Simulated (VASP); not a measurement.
# Ni (Fm-3m) in VASP: settings compared

The runs below take Ni through single point, with PBEsol, PBE, RPBE.

Program: VASP 6.6.1. These are calculated values, not measurements. Logs are shortened: lines on timing, memory, paths and dates and some standing lists are left out, and cuts for length are marked.

### 1 The cell of the first run

The structure is cubic, space group Fm-3m (No. 225). The conventional cell has a = 3.428 Å, b = 3.428 Å, c = 3.428 Å, α = 90.00°, β = 90.00°, γ = 90.00°. Within 3.2 Å of Ni (site symmetry m-3m) lie 12 Ni at 2.42 Å.

### 2 Single point, PBEsol, collinear spin, ferromagnetic start (volume scaled by 0.96)

File INCAR:

```
SYSTEM = Ni
ALGO     = Normal         ! electronic algorithm
EDIFF    = 1E-6           ! SCF threshold, eV
ENCUT    = 520            ! plane-wave cutoff, eV
GGA      = PS             ! functional
ISIF     = 2              ! what is computed and relaxed
ISMEAR   = -1             ! smearing method
ISPIN    = 2              ! spin polarisation
LASPH    = .TRUE.         ! aspherical terms in the spheres
LCHARG   = .TRUE.         ! write CHGCAR
LELF     = .TRUE.         ! ELF
LMAXMIX  = 4              ! l up to which the mixer works
LORBIT   = 11             ! projections on sites
LREAL    = .FALSE.        ! projectors in reciprocal space
LVHAR    = .TRUE.       
LWAVE    = .FALSE.        ! write WAVECAR
MAGMOM   = 1              ! initial moments
NBANDS   = 15             ! bands
NELM     = 150            ! most SCF steps
PREC     = Accurate       ! precision mode
SIGMA    = 0.05           ! smearing width, eV
```

File KPOINTS:

```
k-points
0
G
  13 13 13
  0 0 0
```

File POSCAR:

```
Ni
1.0
    0.0000000000      1.7140893390      1.7140893390
    1.7140893390      0.0000000000      1.7140893390
    1.7140893390      1.7140893390      0.0000000000
Ni
1
Direct
    0.0000000000      0.0000000000      0.0000000000
```

Potentials or basis: VASP PAW PBE potentials, release 64 (Ni).

Started as:

```bash
> cat potpaw_PBE.64/Ni/POTCAR > POTCAR
> mpirun -np 1 vasp_std > vasp.out
```

OUTCAR:

```text
SYSTEM = Ni
   EDIFF = 1E-6
   ENCUT = 520
   GGA = PS
   ISIF = 2
   ISMEAR = -1
   ISPIN = 2
   LASPH = .TRUE.
   LORBIT = 11
   LREAL = .FALSE.
   NELM = 150
   PREC = Accurate

 ion  position               nearest neighbor table
   1  0.000  0.000  0.000-

  LATTYP: Found a face centered cubic cell.
 ALAT       =     3.4281786780

  Lattice vectors:

 A1 = (   0.0000000000,   1.7140893390,   1.7140893390)
 A2 = (   1.7140893390,   0.0000000000,   1.7140893390)
 A3 = (   1.7140893390,   1.7140893390,   0.0000000000)

Analysis of symmetry for initial positions (statically):
=====================================================================
 Subroutine PRICEL returns:
 Original cell was already a primitive cell.

 Routine SETGRP: Setting up the symmetry group for a
 face centered cubic supercell.

 Subroutine GETGRP returns: Found 48 space group operations
 (whereof 48 operations were pure point group operations)
 out of a pool of 48 trial point group operations.

The static configuration has the point symmetry O_h .

Analysis of symmetry for dynamics (positions and initial velocities):
=====================================================================
 Subroutine PRICEL returns:
 Original cell was already a primitive cell.

 Routine SETGRP: Setting up the symmetry group for a
 face centered cubic supercell.

 Subroutine GETGRP returns: Found 48 space group operations
 (whereof 48 operations were pure point group operations)
 out of a pool of 48 trial point group operations.

The dynamic configuration has the point symmetry O_h .

Analysis of structural, dynamic, and magnetic symmetry:
=====================================================================
 Subroutine PRICEL returns:
 Original cell was already a primitive cell.

 Routine SETGRP: Setting up the symmetry group for a
 face centered cubic supercell.

 Subroutine GETGRP returns: Found 48 space group operations
 (whereof 48 operations were pure point group operations)
 out of a pool of 48 trial point group operations.

The overall configuration has the point symmetry O_h .

 Subroutine INISYM returns: Found 48 space group operations
 (whereof 48 operations are pure point group operations),
 and found     1 'primitive' translations

----------------------------------------------------------------------------------------

                                     Primitive cell

  volume of cell :      10.0723

  direct lattice vectors                    reciprocal lattice vectors
     0.000000000  1.714089339  1.714089339    -0.291700082  0.291700082  0.291700082
     1.714089339  0.000000000  1.714089339     0.291700082 -0.291700082  0.291700082
     1.714089339  1.714089339  0.000000000     0.291700082  0.291700082 -0.291700082

  length of vectors
     2.424088390  2.424088390  2.424088390     0.505239362  0.505239362  0.505239362

  position of ions in fractional coordinates (direct lattice)
     0.000000000  0.000000000  0.000000000

  ion indices of the primitive-cell ions
   primitive index   ion index
                 1           1

----------------------------------------------------------------------------------------

 KPOINTS: k-points

Automatic generation of k-mesh.
 Grid dimensions read from file:
 generate k-points for:   13   13   13

 Generating k-lattice:

  Cartesian coordinates                     Fractional coordinates (reciprocal lattice)
    -0.022438468  0.022438468  0.022438468     0.076923077  0.000000000  0.000000000
     0.022438468 -0.022438468  0.022438468     0.000000000  0.076923077  0.000000000
     0.022438468  0.022438468 -0.022438468     0.000000000  0.000000000  0.076923077

  Length of vectors
     0.038864566  0.038864566  0.038864566

  Shift w.r.t. Gamma in fractional coordinates (k-lattice)
     0.000000000  0.000000000  0.000000000

 Subroutine IBZKPT returns following result:
 ===========================================

 Found     84 irreducible k-points:

 Following reciprocal coordinates:
            Coordinates               Weight
  0.000000  0.000000  0.000000      1.000000
  0.076923  0.000000  0.000000      8.000000
  0.153846  0.000000  0.000000      8.000000
  0.230769  0.000000  0.000000      8.000000
  0.307692  0.000000  0.000000      8.000000
  0.384615  0.000000  0.000000      8.000000
[... 16 lines left out ...]
  0.384615  0.153846  0.000000     24.000000
  0.461538  0.153846  0.000000     24.000000
 [... further k-points ...]
   k-points           NKPTS =     84   k-points in BZ     NKDIM =     84   number of bands    NBANDS=     15
   number of dos      NEDOS =    301   number of ions     NIONS =      1
   total plane-waves  NPLWV =   5832
   dimension x,y,z NGX =    18 NGY =   18 NGZ =   18
   dimension x,y,z NGXF=    36 NGYF=   36 NGZF=   36
   ions per type =               1
   NGX,Y,Z   is equivalent  to a cutoff of  12.34, 12.34, 12.34 a.u.
   NGXF,Y,Z  is equivalent  to a cutoff of  24.69, 24.69, 24.69 a.u.
 SYSTEM =  Ni
[... 83 lines left out ...]
     14      45.1430      0.00000
     15      52.3266      0.00000

 k-point     2 :       0.0769    0.0000    0.0000
  band No.  band energies     occupation
      1       0.9515      1.00000
      2       7.6237      1.00000
      3       7.7480      1.00000
      4       7.7480      1.00000
      5       8.9709      1.00000
      6       8.9709      1.00000
      7      33.9090      0.00000
      8      36.7576      0.00000
      9      38.6432      0.00000
     10      38.6432      0.00000
     11      43.0380      0.00000
     12      43.0380      0.00000
     13      43.3433      0.00000
     14      47.3411      0.00000
     15      50.3304      0.00000
[... 365 lines left out ...]
      3       7.6593      1.00000
      4       8.2338      1.00000
      5       9.6578      1.00000
      6       9.9673      0.99917
      7      22.0212      0.00000
      8      31.1769      0.00000
      9      31.6185      0.00000
     10      34.5361      0.00000
     11      44.3535      0.00000
     12      44.8855      0.00000
     13      45.9484      0.00000
     14      50.7518      0.00000
     15      55.9065      0.00000

 k-point    24 :       0.4615    0.1538    0.0000
  band No.  band energies     occupation
      1       5.4086      1.00000
      2       7.2102      1.00000
      3       7.7032      1.00000
      4       8.1347      1.00000
      5       9.7799      0.99998
      6      11.2363      0.00000
      7      18.7593      0.00000
      8      29.9299      0.00000
      9      31.8281      0.00000
     10      34.0256      0.00000
     11      44.2792      0.00000
     12      44.6272      0.00000
     13      47.9190      0.00000
     14      51.1538      0.00000
     15      56.5346      0.00000

 [... further k-points ...]

 spin component 2

 k-point     1 :       0.0000    0.0000    0.0000
  band No.  band energies     occupation
      1       0.7080      1.00000
      2       8.4049      1.00000
      3       8.4049      1.00000
      4       8.4049      1.00000
      5       9.6013      1.00000
      6       9.6013      1.00000
      7      34.5745      0.00000
      8      39.1204      0.00000
      9      39.1204      0.00000
     10      39.1204      0.00000
     11      42.4574      0.00000
     12      42.4574      0.00000
     13      42.4574      0.00000
     14      45.0635      0.00000
     15      52.5463      0.00000

 k-point     2 :       0.0769    0.0000    0.0000
  band No.  band energies     occupation
      1       0.9531      1.00000
      2       8.3295      1.00000
      3       8.4635      1.00000
      4       8.4635      1.00000
      5       9.5758      1.00000
      6       9.5758      1.00000
      7      33.8879      0.00000
      8      36.7540      0.00000
      9      38.6828      0.00000
     10      38.6828      0.00000
     11      43.1299      0.00000
     12      43.1299      0.00000
     13      43.3680      0.00000
     14      47.3212      0.00000
     15      50.5177      0.00000
[... 365 lines left out ...]
      3       8.2564      1.00000
      4       8.8884      1.00000
      5      10.3680      0.28546
      6      10.5758      0.00622
      7      22.2333      0.00000
      8      31.2173      0.00000
      9      31.7233      0.00000
     10      34.6495      0.00000
     11      44.4484      0.00000
     12      44.8963      0.00000
     13      45.9906      0.00000
     14      50.9557      0.00000
     15      57.2048      0.00000

 k-point    24 :       0.4615    0.1538    0.0000
  band No.  band energies     occupation
      1       5.7708      1.00000
      2       7.6393      1.00000
      3       8.2798      1.00000
      4       8.7660      1.00000
      5      10.5164      0.02012
      6      11.7085      0.00000
      7      19.0447      0.00000
      8      29.9953      0.00000
      9      31.9291      0.00000
     10      34.1081      0.00000
     11      44.2982      0.00000
     12      44.6853      0.00000
     13      48.0004      0.00000
     14      51.4579      0.00000
     15      57.8485      0.00000

 [... further k-points ...]
[... 5 lines left out ...]
  --------------------------------------------------------------------------------------
  -------------------------------------------------------------------------------------
  Total        0.4623979      0.4623979      0.4623979      0.0000000      0.0000000     -0.0000000
  in kB       73.5522726     73.5522726     73.5522726      0.0000000      0.0000000     -0.0000000
  external PRESSURE =      73.5522726 kB  Pullay stress =       0.0000000 kB

 VOLUME and BASIS-vectors are now :
 -----------------------------------------------------------------------------
  energy-cutoff  :      520.00
  volume of cell :       10.07
      direct lattice vectors                 reciprocal lattice vectors
     0.000000000  1.714089339  1.714089339    -0.291700082  0.291700082  0.291700082
     1.714089339  0.000000000  1.714089339     0.291700082 -0.291700082  0.291700082
     1.714089339  1.714089339  0.000000000     0.291700082  0.291700082 -0.291700082

 POSITION                                       TOTAL-FORCE (eV/Angst)
 -----------------------------------------------------------------------------------
      0.00000      0.00000      0.00000        -0.000000     -0.000000      0.000000
 -----------------------------------------------------------------------------------
    total drift:                                0.000000     -0.000000      0.000000

  FREE ENERGIE OF THE ION-ELECTRON SYSTEM (eV)
  ---------------------------------------------------
  free  energy   TOTEN  =        -6.1380973061 eV

  energy  without entropy=       -6.1257961185  energy(sigma->0) =       -6.13194671

 total charge

# of ion       s       p       d       tot
------------------------------------------
    1        0.535   0.576   8.351   9.463

 magnetization (x)

# of ion       s       p       d       tot
------------------------------------------
    1       -0.005  -0.022   0.652   0.624
```

It took 22 s on 1 thread of AMD EPYC 7R13 (Zen 3), shared host; peak memory 0.1 GiB.

What came out:

```yaml
Free_energy: -6.1381 eV
Pressure: 7.4 GPa
Net_moment: 0.62 μB per cell
Site_moments: Ni +0.62 μB
Valence_electrons_inside_the_program's_atomic_spheres: Ni 9.46
```

Levels at points of the mesh, in eV from the Fermi level:
Spin up:
```tsv
k point	band 1	band 2	band 3	band 4	band 5	band 6	band 7	band 8	band 9	band 10
(0.00, 0.00, 0.00)	-9.62	-2.63	-2.63	-2.63	-1.33	-1.33	24.34	28.80	28.80	28.80
```
Spin down:
```tsv
k point	band 2	band 3	band 4	band 5	band 6	band 7	band 8	band 9
(0.00, 0.00, 0.00)	-1.92	-1.92	-1.92	-0.72	-0.72	24.25	28.80	28.80
```

Caveat: the cell differs from its parent crystal (volume scaled by 0.96); the PAW data sets were made with another functional, which shifts forces and pressure a little.

### 3 Single point, PBE, collinear spin, ferromagnetic start

This run uses another cell than the first one, of 10.49 Å³/atom, 1.042 times its volume.

File INCAR:

```
ALGO = Fast
EDIFF = 1E-6
ENCUT = 520
GGA = PE
ISIF = 2
ISMEAR = 0
ISPIN = 2
LASPH = T
LCHARG = F
LMAXMIX = 4
LORBIT = 11
LREAL = F
LWAVE = F
MAGMOM = 1
NBANDS = 15
NELM = 150
PREC = Accurate
SIGMA = 0.024
```

File KPOINTS:

```
k-points
0
Gamma
  13 13 13
```

File POSCAR:

```
Ni
1.0
    0.0000000000      1.7375729330      1.7375729330
    1.7375729330      0.0000000000      1.7375729330
    1.7375729330      1.7375729330      0.0000000000
Ni
1
Direct
    0.0000000000      0.0000000000      0.0000000000
```

Potentials or basis: VASP PAW PBE potentials, release 64 (Ni).

Started as:

```bash
> cat potpaw_PBE.64/Ni/POTCAR > POTCAR
> mpirun -np 1 vasp_std > vasp.out
```

Wall time 12 s (1 thread of Intel Xeon 6975P-C (Granite Rapids), shared host); peak memory 0.13 GiB.

It converged, with:

- Free energy: -5.4646 eV
- Pressure: 7.5 GPa
- Net moment: 0.62 μB per cell
- Site moments: Ni +0.63 μB
- Valence electrons inside the program's atomic spheres: Ni 9.38

Levels at points of the mesh, in eV from the Fermi level:
Spin up:
```
           k point  band 1  band 2  band 3  band 4  band 5  band 6  band 7  band 8  band 9  band 10
(0.00, 0.00, 0.00)   -9.29   -2.55   -2.55   -2.55   -1.30   -1.30   24.01   28.16   28.16    28.16
```
Spin down:
```csv
k point,band 3,band 4,band 5,band 6,band 7,band 8
"(0.00, 0.00, 0.00)",-1.80,-1.80,-0.73,-0.73,23.86,28.14
```

### 4 Single point, PBE, collinear spin, ferromagnetic start

This run uses another cell than the first one, of 10.49 Å³/atom, 1.042 times its volume.

File INCAR:

```
SYSTEM = Ni
PREC     = Accurate       ! precision mode
ENCUT    = 520            ! plane-wave cutoff, eV
EDIFF    = 1E-6           ! SCF threshold, eV
ISMEAR   = 0              ! smearing method
SIGMA    = 0.016          ! smearing width, eV
LREAL    = .FALSE.        ! projectors in reciprocal space
LASPH    = .TRUE.         ! aspherical terms in the spheres
NELM     = 150            ! most SCF steps
ALGO     = Normal         ! electronic algorithm
ISIF     = 2              ! what is computed and relaxed
LWAVE    = .FALSE.        ! write WAVECAR
LCHARG   = .TRUE.         ! write CHGCAR
ISPIN    = 2              ! spin polarisation
MAGMOM   = 1              ! initial moments
LORBIT   = 11             ! projections on sites
LMAXMIX  = 4              ! l up to which the mixer works
GGA      = PE             ! functional
LELF     = .TRUE.         ! ELF
LVHAR    = .TRUE.       
NBANDS   = 15             ! bands
```

File KPOINTS:

```
Automatic mesh
0
G
  13 13 13
  0 0 0
```

POSCAR is that of step 3.

Started as:

```bash
> cat potpaw_PBE.64/Ni/POTCAR > POTCAR
> mpirun -np 1 vasp_std > vasp.out
```

It took 12 s on 1 thread of Intel Xeon 6975P-C (Granite Rapids), shared host; peak memory 0.12 GiB.

The run converged. Its results:

```yaml
Free_energy: -5.4644 eV
Pressure: 7.7 GPa
Net_moment: 0.62 μB per cell
Site_moments: Ni +0.63 μB
Valence_electrons_inside_the_program's_atomic_spheres: Ni 9.38
```

Levels at points of the mesh, in eV from the Fermi level:
Spin up:
| k point | band 3 | band 4 | band 5 | band 6 | band 7 | band 8 |
| --- | --- | --- | --- | --- | --- | --- |
| (0.00, 0.00, 0.00) | -2.55 | -2.55 | -1.30 | -1.30 | 24.01 | 28.16 |
Spin down:
```tsv
k point	band 1	band 2	band 3	band 4	band 5	band 6	band 7	band 8	band 9	band 10
(0.00, 0.00, 0.00)	-9.32	-1.80	-1.80	-1.80	-0.74	-0.74	23.86	28.14	28.14	28.14
```

### 5 Single point, PBE, collinear spin, ferromagnetic start

This run uses another cell than the first one, of 10.49 Å³/atom, 1.042 times its volume.

File INCAR:

```
PREC = Accurate
ENCUT = 520
EDIFF = 1E-7
ISMEAR = 0
SIGMA = 0.014
LREAL = False
LASPH = True
NELM = 150
ALGO = Normal
ISIF = 2
LWAVE = False
LCHARG = False
ISPIN = 2
MAGMOM = 1
LORBIT = 11
LMAXMIX = 4
GGA = PE
NBANDS = 15
```

File KPOINTS:

```
Automatic mesh
0
Gamma
  13 13 13
```

POSCAR is that of step 4.

Started as:

```bash
> cat potpaw_PBE.64/Ni/POTCAR > POTCAR
> mpirun -np 1 vasp_std > vasp.out
```

It took 14 s on 1 thread of Intel Xeon 6975P-C (Granite Rapids), shared host; peak memory 0.13 GiB.

The run converged. Its results:

```
Free energy                                           : -5.4644 eV
Pressure                                              : 7.8 GPa
Net moment                                            : 0.62 μB per cell
Site moments                                          : Ni +0.63 μB
Valence electrons inside the program's atomic spheres : Ni 9.38
```

Levels at points of the mesh, in eV from the Fermi level:
Spin up:
```tsv
k point	band 3	band 4	band 5	band 6	band 7	band 8
(0.00, 0.00, 0.00)	-2.55	-2.55	-1.31	-1.31	24.00	28.16
```
Spin down:
```tsv
k point	band 1	band 2	band 3	band 4	band 5	band 6	band 7	band 8	band 9	band 10
(0.00, 0.00, 0.00)	-9.32	-1.80	-1.80	-1.80	-0.74	-0.74	23.86	28.14	28.14	28.14
```

### 6 Single point, RPBE, collinear spin, ferromagnetic start

This run uses another cell than the first one, of 11.20 Å³/atom, 1.112 times its volume.

File INCAR:

```
  ALGO = Normal
  EDIFF = 1E-6
  ENCUT = 520
  GGA = RP
  ISIF = 2
  ISMEAR = -1
  ISPIN = 2
  LASPH = T
  LCHARG = T
  LELF = T
  LMAXMIX = 4
  LORBIT = 11
  LREAL = F
  LVHAR = T
  LWAVE = F
  MAGMOM = 1
  NBANDS = 15
  NELM = 150
  PREC = Accurate
  SIGMA = 0.05
```

File KPOINTS:

```
k-points
0
Gamma
  13 13 13
```

File POSCAR:

```
Ni
1.0
    0.0000000000      1.7757562824      1.7757562824
    1.7757562824      0.0000000000      1.7757562824
    1.7757562824      1.7757562824      0.0000000000
Ni
1
Direct
    0.0000000000      0.0000000000      0.0000000000
```

Potentials or basis: VASP PAW PBE potentials, release 64 (Ni).

Started as:

```bash
> cat potpaw_PBE.64/Ni/POTCAR > POTCAR
> mpirun -np 1 vasp_std > vasp.out
```

It took 14 s on 1 thread of Intel Xeon 6975P-C (Granite Rapids), shared host; peak memory 0.13 GiB.

The run converged. Its results:

* Free energy: -4.9625 eV
* Pressure: 0.3 GPa
* Net moment: 0.63 μB per cell
* Site moments: Ni +0.65 μB
* Valence electrons inside the program's atomic spheres: Ni 9.25

Levels at points of the mesh, in eV from the Fermi level:
Spin up:
```csv
k point,band 2,band 3,band 4,band 5,band 6,band 7,band 8,band 9
"(0.00, 0.00, 0.00)",-2.38,-2.38,-2.38,-1.25,-1.25,23.43,27.13,27.13
```
Spin down:
```csv
k point,band 3,band 4,band 5,band 6,band 7,band 8
"(0.00, 0.00, 0.00)",-1.60,-1.60,-0.66,-0.66,23.22,27.09
```

Caveat: the PAW data sets were made with another functional, which shifts forces and pressure a little.

### 7 Overview

| level | cell | smearing | gap on the mesh (eV) | pressure (GPa) | moment (μB) |
| --- | --- | --- | --- | --- | --- |
| PBEsol | a = 2.424 Å, angles 60.0°, 1 atom | fermi-dirac 0.05 eV | none | 7.4 | 0.62 |
| PBE | a = 2.457 Å, angles 60.0°, 1 atom | gaussian 0.024 eV | none | 7.5 | 0.62 |
| PBE | a = 2.457 Å, angles 60.0°, 1 atom | gaussian 0.016 eV | none | 7.7 | 0.62 |
| PBE | a = 2.457 Å, angles 60.0°, 1 atom | gaussian 0.014 eV | none | 7.8 | 0.62 |
| RPBE | a = 2.511 Å, angles 60.0°, 1 atom | fermi-dirac 0.05 eV | none | 0.3 | 0.63 |

Alike in all rows: task single point; potentials or basis VASP PAW PBE potentials, release 64 (Ni); spin collinear, ferromagnetic start; k mesh 13 × 13 × 13; cutoff (eV) 520.

Caveats: the PAW data sets were made with another functional, which shifts forces and pressure a little (some runs).

Absolute energies hang on the potentials; compare differences alone.
